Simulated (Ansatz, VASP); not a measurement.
## One calculation of Mn, two programs

The input INCAR:

```
PREC = Accurate
ENCUT = 520
EDIFF = 1E-7
ISMEAR = -1
SIGMA = 0.1
LREAL = False
LASPH = True
NELM = 100
ALGO = Normal
ISIF = 2
LWAVE = False
LCHARG = False
GGA = PS
NBANDS = 26
```

KPOINTS

```
Automatic mesh
0
Gamma
  11 11 15
```

File POSCAR:

```
Mn
1.0
    3.9572739643      0.0000000000      0.0000000000
   -1.9786369821      3.4270997829      0.0000000000
    0.0000000000      0.0000000000      2.4839063394
Mn
3
Direct
    0.0000000000      1.0000000000      0.0000000000
    0.3333333333      0.6666666667      0.5000000000
    0.6666666667      0.3333333333      0.5000000000
```

Input for Ansatz:

```yaml
crystal:
  lattice:
    - [3.9572739643, 0.0, 0.0]
    - [-1.9786369821, 3.4270997829, 0.0]
    - [0.0, 0.0, 2.4839063394]
  atoms:
    - { symbol: Mn, position: [0.0, 1.0, 0.0] }
    - { symbol: Mn, position: [0.3333333333, 0.6666666667, 0.5] }
    - { symbol: Mn, position: [0.6666666667, 0.3333333333, 0.5] }
hamiltonian:
  xc: pbesol
  pseudopotentials:
    kind: paw
    azcp:
      Mn: "pseudopotentials/Mn.paw.azcp"
basis:
  ecutwfc: 420
  fft_grid_basis: typed
kpoints:
  mp_grid: { grid: [11, 11, 15], shift: [0, 0, 0] }
magnetization:
  spin_polarized: false
scf:
  occupations: { method: fermi_dirac, width: 0.1 }
  lower_state_search: "off"
output:
  stress: true
  write_density: true
  write_potential: true
  elf: true
  volumetric_format: npy
```

Alike in both runs: task single point; functional PBEsol; k mesh 11 × 11 × 15; occupations fermi-dirac, width 0.1 eV; no spin polarisation.

|  | VASP | Ansatz |
| --- | --- | --- |
| version | VASP 6.6.1 | Ansatz 0.2.0 |
| potentials or method | VASP PAW PBE potentials, release 64 (Mn_pv), cutoff 520 eV | plane waves (420 eV) with PAW, scalar-relativistic |
| valence electrons in the cell | 39 | 45 |

Ansatz gave:

* pressure (GPa): -19.7
* traceless stress, the component that is largest in VASP (GPa): 1.03

Question: Estimate VASP's values.

Answer: Pressure (GPa): -19.6; traceless stress, the component that is largest in VASP (GPa): 0.99.

VASP's potentials were made for PBE, not for PBEsol, and Ansatz warns of the same on its side. The functional is the same, so the differences come from potentials, cutoffs and numerics. VASP's potentials hold 39 valence electrons a cell and Ansatz's 45, so a difference there can come from the potentials and not from the codes.
